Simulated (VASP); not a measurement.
Here is a VASP 6.6.1 calculation.

The input INCAR:

```
SYSTEM = Ca2Al2O3
PREC     = Accurate       ! precision mode
ENCUT    = 520            ! plane-wave cutoff, eV
EDIFF    = 1E-6           ! SCF threshold, eV
ISMEAR   = 0              ! smearing method
SIGMA    = 0.2            ! smearing width, eV
LREAL    = .False.        ! projectors in reciprocal space
LASPH    = .True.         ! aspherical terms in the spheres
NELM     = 60             ! most SCF steps
ALGO     = Normal         ! electronic algorithm
ISIF     = 2              ! what is computed and relaxed
LWAVE    = .False.        ! write WAVECAR
LCHARG   = .True.         ! write CHGCAR
GGA      = PE             ! functional
LELF     = .True.         ! ELF
LVHAR    = .True.       
NBANDS   = 31             ! bands
```

Contents of KPOINTS:

```
Automatic mesh
0
Gamma
  4 4 4
  0 0 0
```

The input POSCAR:

```
Ca2Al2O3
1.0
    2.6890164961      1.5525043979      4.1661641358
   -2.6890164961      1.5525043979      4.1661641358
    0.0000000000     -3.1050087958      4.1661641358
Ca Al O
2 2 3
Direct
    0.0000000000      0.0000000000      0.0000000000
    0.5000000000      0.5000000000      0.5000000000
    0.7565436291      0.7565436291      0.7565436291
    0.2434563709      0.2434563709      0.2434563709
    0.5000000000      0.0000000000      0.0000000000
    0.0000000000      0.0000000000      0.5000000000
    0.0000000000      0.5000000000      0.0000000000
```

Potentials or basis: VASP PAW PBE potentials, release 64 (Ca_sv, Al, O).

The run is started by

```console
$ cat potpaw_PBE.64/Ca_sv/POTCAR potpaw_PBE.64/Al/POTCAR potpaw_PBE.64/O/POTCAR > POTCAR
$ mpirun -np 1 vasp_std > vasp.out
```

Task: Predict the largest force.

Result: 0.013 eV/Å.

Task: What does it give for the pressure?

Result: 0.8 GPa.

Task: Estimate the band gap on the k mesh.

Result: Zero (band 22 reaches 6.22 eV, above the bottom of band 23 at 5.42 eV).

Stress tensor (GPa, compression positive):
```
0.91 0.00 0.00
0.00 0.91 0.00
0.00 0.00 0.60
```
